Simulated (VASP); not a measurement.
Wanted: the native input for a VASP 6.6.1 run.

| Quantity | Value |
| --- | --- |
| Task | single point |
| Functional | PBE |
| Potentials or basis | VASP PAW PBE potentials, release 64 (Ga_d, Os) |
| Cutoff | 520 eV |
| k mesh | 8 × 4 × 2 |
| Occupations | gaussian, width 0.2 eV |
| Spin | no spin polarisation |
| Dipole correction | no |
| Further INCAR settings | ALGO = Fast; EDIFF = 1e-07; NBANDS = 56 |

The structure of GaOs4 lies in POSCAR:

```
GaOs4
1.0
   -0.2207396767      0.2295748288      2.7508701121
   -3.1368456179     -3.0999056923      0.0069855721
    8.5649155417     -8.6699399524     -1.3478828679
Ga Os
2 8
Direct
    0.2500037374      0.2500020974      0.4999999696
    0.7499994205      0.7500036042      1.0000006779
   -0.1318959243      0.2500001751      0.1165195242
   -0.0600035515      0.2499974206      0.6900572702
    1.1318872029      0.7500014799      0.3834802994
    1.0600106426      0.7499980661      0.8099424080
    0.5600033383      0.2499950595      0.3099427735
    0.6318946582      0.2500023855      0.8834802490
    0.4399888282      0.7499953773      0.1900574115
    0.3681116478      0.7500043343      0.6165194169
```

One way to write it, as run:

INCAR

```
SYSTEM = GaOs4
ALGO = Fast
EDIFF = 1E-7
ENCUT = 520
GGA = PE
ISIF = 2
ISMEAR = 0
LASPH = .True.
LCHARG = .True.
LELF = .True.
LREAL = .False.
LVHAR = .True.
LWAVE = .False.
NBANDS = 56
NELM = 60
PREC = Accurate
SIGMA = 0.2
```

KPOINTS

```
k-points
0
Gamma
  8 4 2
  0 0 0
```

Potentials or basis: VASP PAW PBE potentials, release 64 (Ga_d, Os).

The run is started by

```sh
$ cat potpaw_PBE.64/Ga_d/POTCAR potpaw_PBE.64/Os/POTCAR > POTCAR
$ mpirun -np 1 vasp_std > vasp.out
```

It gave:

```
Pressure               : 0.1 GPa
Largest force          : 0.018 eV/Å
Band gap on the k mesh : zero (bands 45 and 46 overlap by 1.75 eV)
```

Caveat: spin-orbit coupling is left out, which moves the levels of the heavy elements.

It took 7.2 min on 1 thread of AMD EPYC 9R45 96-Core Processor (Zen 5), with other jobs on the host, peak memory 0.39 GiB.
